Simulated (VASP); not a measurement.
Here is a VASP 6.6.1 calculation.

INCAR

```
SYSTEM = HfN
PREC = Accurate
ENCUT = 520
EDIFF = 1E-7
ISMEAR = 1
SIGMA = 0.1
LREAL = .FALSE.
LASPH = .TRUE.
NELM = 60
ALGO = Normal
ISIF = 2
LWAVE = .FALSE.
LCHARG = .FALSE.
GGA = PS
IVDW = 12
NBANDS = 23
```

The input KPOINTS:

```
Automatic mesh
0
G
  8 8 4
  0 0 0
```

The input POSCAR:

```
HfN
1.0
    3.1093481399      0.0000000000      0.0000000000
   -1.5546740699      2.6927744784      0.0000000000
    0.0000000000      0.0000000000      5.3724934739
Hf N
2 2
Direct
    0.6666666667      0.3333333333      0.7500000000
    0.3333333333      0.6666666667      0.2500000000
    0.0000000000      0.0000000000      0.0000000000
    0.0000000000      0.0000000000      0.5000000000
```

Potentials or basis: VASP PAW PBE potentials, release 64 (Hf_pv, N).

Run with:

```sh
$ cat potpaw_PBE.64/Hf_pv/POTCAR potpaw_PBE.64/N/POTCAR > POTCAR
$ mpirun -np 1 vasp_std > vasp.out
```

Problem. What does it give for the pressure?

Solution. -3.1 GPa.

Problem. What does it give for the band gap on the k mesh?

Solution. Zero (band 15 reaches 9.90 eV, above the bottom of band 16 at 7.51 eV).

Problem. Estimate the dispersion energy per atom.

Solution. -0.398 eV.

Stress tensor (GPa, compression positive):
```
-3.07  0.00  0.00
 0.00 -3.07  0.00
 0.00  0.00 -3.22
```

Caveat: three body term missing; the PAW data sets were made with another functional, which shifts forces and pressure a little; spin-orbit coupling is left out, which moves the levels of the heavy elements; pairwise dispersion overbinds metals, which lowers pressure and volume.
